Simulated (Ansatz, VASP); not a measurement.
Two plane-wave programs on Nb

```
CELL_PARAMETERS angstrom
0.00000 2.10933 2.10933
2.10933 0.00000 2.10933
2.10933 2.10933 0.00000
ATOMIC_POSITIONS crystal
Nb 0.00000 0.00000 0.00000
```

Alike in both runs: functional PBE; k mesh 17 × 17 × 17; occupations fermi-dirac, width 0.05 eV; no spin polarisation.

Ansatz relaxed the structure, and its values are those at the end. VASP's run is a single point on that final structure, the one shown.

|  | VASP | Ansatz |
| --- | --- | --- |
| version | VASP 6.6.1 | Ansatz 0.2.0 |
| potentials or method | VASP PAW PBE potentials, release 64 (Nb_sv) | PAW with Ansatz's default frozen-core files, scalar-relativistic |
| plane-wave cutoff (eV) | 520 | 420 |
| valence electrons in the cell | 13 | 13 |

Ansatz gave:

```
pressure (GPa) : 0.0
```

Which values does VASP return?

Pressure (GPa): -0.3.
